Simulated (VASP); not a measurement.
# Pd (P6_3/mmc) in VASP: notebook, part 2 of 4

VASP 6.6.1.

## Step 3: Single point, BLYP, collinear spin, ferromagnetic start (volume scaled by 1.04)

INCAR reads:

```
PREC     = Accurate       # precision mode
ENCUT    = 520            # plane-wave cutoff, eV
EDIFF    = 1E-6           # SCF threshold, eV
ISMEAR   = -1             # smearing method
SIGMA    = 0.05           # smearing width, eV
LREAL    = F              # projectors in reciprocal space
LASPH    = T              # aspherical terms in the spheres
NELM     = 150            # most SCF steps
ALGO     = Normal         # electronic algorithm
ISIF     = 2              # what is computed and relaxed
LWAVE    = F              # write WAVECAR
LCHARG   = F              # write CHGCAR
ISPIN    = 2              # spin polarisation
MAGMOM   = 0.368 0.368 0.373 0.373 # initial moments
LORBIT   = 11             # projections on sites
LMAXMIX  = 4              # l up to which the mixer works
GGA      = B5             # functional
ALDAX    = 1.0          
AGGAX    = 1.0          
AGGAC    = 1.0          
ALDAC    = 0.0          
NBANDS   = 32             # bands
```

KPOINTS reads:

```
regular mesh
0
Gamma
  14 14 4
```

POSCAR reads:

```
Pd
1.0
    2.8719567619      0.0000000000      0.0000000000
   -1.4359783809      2.4871875144      0.0000000000
    0.0000000000      0.0000000000      9.5349417498
Pd
4
Direct
    0.0000000000      0.0000000000      1.0000000000
    0.0000000000      0.0000000000      0.5000000000
    0.3333333333      0.6666666667      0.2500000000
    0.6666666667      0.3333333333      0.7500000000
```

Potentials or basis: VASP PAW PBE potentials, release 64 (Pd).

Command:

```sh
$ cat potpaw_PBE.64/Pd/POTCAR > POTCAR
$ mpirun -np 1 vasp_std > vasp.out
```

OUTCAR:

```text
PREC = Accurate
   ENCUT = 520
   EDIFF = 1E-6
   ISMEAR = -1
   LREAL = F
   LASPH = T
   NELM = 150
   ISIF = 2
   ISPIN = 2
   LORBIT = 11
   GGA = B5

 ion  position               nearest neighbor table
   1  0.000  0.000  0.000-   3 2.90   4 2.90   3 2.90   4 2.90   4 2.90   3 2.90
   2  0.000  0.000  0.500-   3 2.90   4 2.90   3 2.90   4 2.90   4 2.90   3 2.90
   3  0.333  0.667  0.250-   1 2.90   2 2.90   1 2.90   2 2.90   1 2.90   2 2.90
   4  0.667  0.333  0.750-   1 2.90   2 2.90   1 2.90   2 2.90   1 2.90   2 2.90

  LATTYP: Found a hexagonal cell.
 ALAT       =     2.8719567619
 C/A-ratio  =     3.3200157733

  Lattice vectors:

 A1 = (   2.8719567619,   0.0000000000,   0.0000000000)
 A2 = (  -1.4359783809,   2.4871875144,   0.0000000000)
 A3 = (   0.0000000000,   0.0000000000,   9.5349417498)

Analysis of symmetry for initial positions (statically):
=====================================================================
 Subroutine PRICEL returns:
 Original cell was already a primitive cell.

 Routine SETGRP: Setting up the symmetry group for a
 hexagonal supercell.

 Subroutine GETGRP returns: Found 24 space group operations
 (whereof 12 operations were pure point group operations)
 out of a pool of 24 trial point group operations.

The static configuration has the point symmetry D_3d.
 The point group associated with its full space group is D_6h.

Analysis of symmetry for dynamics (positions and initial velocities):
=====================================================================
 Subroutine PRICEL returns:
 Original cell was already a primitive cell.

 Routine SETGRP: Setting up the symmetry group for a
 hexagonal supercell.

 Subroutine GETGRP returns: Found 24 space group operations
 (whereof 12 operations were pure point group operations)
 out of a pool of 24 trial point group operations.

The dynamic configuration has the point symmetry D_3d.
 The point group associated with its full space group is D_6h.

Analysis of structural, dynamic, and magnetic symmetry:
=====================================================================
 Subroutine PRICEL returns:
 Original cell was already a primitive cell.

 Routine SETGRP: Setting up the symmetry group for a
 hexagonal supercell.

 Subroutine GETGRP returns: Found 24 space group operations
 (whereof 12 operations were pure point group operations)
 out of a pool of 24 trial point group operations.

The overall configuration has the point symmetry D_3d.
 The point group associated with its full space group is D_6h.

 Subroutine INISYM returns: Found 24 space group operations
 (whereof 12 operations are pure point group operations),
 and found     1 'primitive' translations

----------------------------------------------------------------------------------------

                                     Primitive cell

  volume of cell :      68.1090

  direct lattice vectors                    reciprocal lattice vectors
     2.871956762  0.000000000  0.000000000     0.348194657  0.201030279  0.000000000
    -1.435978381  2.487187514  0.000000000     0.000000000  0.402060558  0.000000000
     0.000000000  0.000000000  9.534941750     0.000000000  0.000000000  0.104877411

  length of vectors
     2.871956762  2.871956762  9.534941750     0.402060558  0.402060558  0.104877411
[... 78 lines left out ...]
   ICHARG =      2    charge: 1-file 2-atom 10-const
   ISPIN  =      2    spin polarized calculation?
   LNONCOLLINEAR =      F non collinear calculations
   LSORBIT =      F    spin-orbit coupling
   LASPH  =      T    aspherical Exc in radial PAW
   ENCUT  =  520.0 eV  38.22 Ry    6.18 a.u.   5.34  5.34 17.73*2*pi/ulx,y,z
   NELM   =    150;   NELMIN=  2; NELMDL= -5     # of ELM steps
   EDIFF  = 0.1E-05   stopping-criterion for ELM
   LREAL  =      F    real-space projection
   EDIFFG = 0.1E-04   stopping-criterion for IOM
   NSW    =      0    number of steps for IOM
   IBRION =     -1    ionic relax: 0-MD 1-quasi-New 2-CG
   NFREE  =      0    steps in history (QN), initial steepest desc. (CG)
   ISIF   =      2    stress and relaxation
   ISYM   =      2    0-nonsym 1-usesym 2-fastsym
   POTIM  = 0.5000    time-step for ionic-motion
   TEBEG  =    0.0;   TEEND  =   0.0 temperature during run
   PSTRESS=    0.0 pullay stress
   NELECT =      40.0000    total number of electrons
   NUPDOWN=      -1.0000    fix difference up-down
   EMIN   =  10.00;   EMAX   =-10.00  energy-range for DOS
   EFERMI =   0.00;   METHOD = LEGACY
   ISMEAR =    -1;   SIGMA  =   0.05  broadening in eV -4-tet -1-fermi 0-gaus
   EFERMI_NEDOS =   21; number of points for ismear=-14 and -15
   IALGO  =     38    algorithm
   IMIX   =      4    mixing-type and parameters
     AMIX     =   0.40;   BMIX     =  1.00
     AMIX_MAG =   1.60;   BMIX_MAG =  1.00
  volume/ion in A,a.u.               =      17.03       114.91
  Fermi-wavevector in a.u.,A,eV,Ry     =   1.370966  2.590750 25.572798  1.879548
  Thomas-Fermi vector in A             =   2.496705
   LORBIT       =     11    0 simple, 1 ext, 2 COOP (PROOUT), +10 PAW based schemes
   GGA     = B5    functional components
   LHFCALC =     F    Hartree Fock is set to
   AEXX    =    0.0000 exact exchange contribution
   IVDW    =     0    specifies the selected vdW correction
   LEPSILON=     F    determine dielectric tensor
   LRPA    =     F    only Hartree local field effects (RPA)
 spin polarized calculation
  energy-cutoff  :      520.00
  volume of cell :       68.11
 maximum number of plane-waves:      1859
 NGX is ok and might be reduce to    24
   NGX = 11   NGY = 11   NGZ = 35

 number of electron      39.9999994 magnetization       1.5264314

 Free energy of the ion-electron system (eV)
  ---------------------------------------------------
  ext. energy  EPLUGINS =         0.00000000
  ---------------------------------------------------
  free energy    TOTEN  =       -17.47857275 eV

  energy without entropy =      -17.41286780  energy(sigma->0) =      -17.44572027

 E-fermi :   8.0768     XC(G=0): -11.6968

 val. band max:        8.0753445359   @ k =   0.4286   0.0000   0.2500
 cond. band min:       8.0809451626   @ k =   0.2857   0.2143   0.0000
 fundamental gap:      0.0056006266
 Fermi energy:         8.0768242476

 spin component 1

 k-point     1 :       0.0000    0.0000    0.0000
  band No.  band energies     occupation
      1       2.0731      1.00000
      2       3.5157      1.00000
      3       3.5241      1.00000
      4       3.6845      1.00000
      5       5.5543      1.00000
      6       5.6308      1.00000
[... 829 lines left out ...]
     31      20.0921      0.00000
     32      20.1376      0.00000

 [... further k-points ...]

 spin component 2

 k-point     1 :       0.0000    0.0000    0.0000
  band No.  band energies     occupation
      1       2.1011      1.00000
      2       3.6018      1.00000
      3       3.6054      1.00000
      4       3.8863      1.00000
      5       5.8463      1.00000
      6       5.8911      1.00000
[... 829 lines left out ...]
     31      20.1627      0.00000
     32      20.2313      0.00000

 [... further k-points ...]
[... 5 lines left out ...]
  --------------------------------------------------------------------------------------
  -------------------------------------------------------------------------------------
  Total       -1.6844128     -1.6844128     -1.9953780     -0.0000000      0.0000000      0.0000000
  in kB      -39.6236661    -39.6236661    -46.9387244     -0.0000000      0.0000000      0.0000000
  external PRESSURE =     -42.0620189 kB  Pullay stress =       0.0000000 kB

 VOLUME and BASIS-vectors are now :
 -----------------------------------------------------------------------------
  energy-cutoff  :      520.00
  volume of cell :       68.11
      direct lattice vectors                 reciprocal lattice vectors
     2.871956762  0.000000000  0.000000000     0.348194657  0.201030279  0.000000000
    -1.435978381  2.487187514  0.000000000     0.000000000  0.402060558  0.000000000
     0.000000000  0.000000000  9.534941750     0.000000000  0.000000000  0.104877411

 POSITION                                       TOTAL-FORCE (eV/Angst)
 -----------------------------------------------------------------------------------
      0.00000      0.00000      0.00000        -0.000000      0.000000      0.000000
      0.00000      0.00000      4.76747         0.000000      0.000000      0.000000
     -0.00000      1.65813      2.38374         0.000000     -0.000000      0.000000
      1.43598      0.82906      7.15121        -0.000000      0.000000     -0.000000
 -----------------------------------------------------------------------------------
    total drift:                               -0.000000      0.000000      0.000000

  FREE ENERGIE OF THE ION-ELECTRON SYSTEM (eV)
  ---------------------------------------------------
  free  energy   TOTEN  =       -17.4785727454 eV

  energy  without entropy=      -17.4128678008  energy(sigma->0) =      -17.44572027

 total charge

# of ion       s       p       d       tot
------------------------------------------
    1        0.413   0.332   8.483   9.228
    2        0.413   0.332   8.483   9.228
    3        0.413   0.333   8.481   9.227
    4        0.413   0.333   8.481   9.227
--------------------------------------------------
tot          1.653   1.329  33.928  36.910

 magnetization (x)

# of ion       s       p       d       tot
------------------------------------------
    1       -0.001  -0.006   0.387   0.379
    2       -0.001  -0.006   0.387   0.379
    3       -0.001  -0.006   0.396   0.389
    4       -0.001  -0.006   0.396   0.389
--------------------------------------------------
tot         -0.006  -0.024   1.566   1.537
```

Wall time 8.7 min (1 thread of Intel Xeon 8259CL, shared host); peak memory 0.36 GiB.

What came out:

```
Free energy                                           : -17.4786 eV
Pressure                                              : -4.2 GPa
Net moment                                            : 1.53 μB per cell
Site moments                                          : Pd +0.38, +0.39 μB
Valence electrons inside the program's atomic spheres : Pd 9.23
```

Levels at points of the mesh, in eV from the Fermi level:
Spin up:
| k point | band 18 | band 19 | band 20 | band 21 | band 22 | band 23 |
| --- | --- | --- | --- | --- | --- | --- |
| (0.00, 0.00, 0.00) | -0.99 | -0.99 | -0.74 | -0.74 | -0.29 | -0.29 |
| (0.50, 0.00, 0.00) | -0.07 | -0.05 | -0.05 | 1.84 | 2.69 | 3.43 |
| (0.00, 0.00, 0.50) | -1.19 | -0.50 | -0.50 | -0.48 | -0.48 | -0.48 |
| (0.50, 0.00, 0.50) | -0.17 | -0.06 | -0.06 | 2.47 | 2.47 | 3.66 |
Spin down:
| k point | band 17 | band 18 | band 19 | band 20 | band 21 | band 22 | band 23 | band 24 |
| --- | --- | --- | --- | --- | --- | --- | --- | --- |
| (0.00, 0.00, 0.00) | -1.13 | -0.74 | -0.74 | -0.49 | -0.49 | -0.02 | -0.02 | 1.40 |
| (0.50, 0.00, 0.00) | 0.19 | 0.26 | 0.28 | 0.29 | 1.88 | 2.71 | 3.56 | 3.98 |
| (0.00, 0.00, 0.50) | -0.95 | -0.95 | -0.42 | -0.42 | -0.21 | -0.21 | -0.21 | -0.21 |
| (0.50, 0.00, 0.50) | 0.14 | 0.14 | 0.26 | 0.26 | 2.58 | 2.58 | 3.76 | 3.76 |

Caveat: the PAW data sets were made with another functional, which shifts forces and pressure a little.

(Part 2 of 4 ends here.)
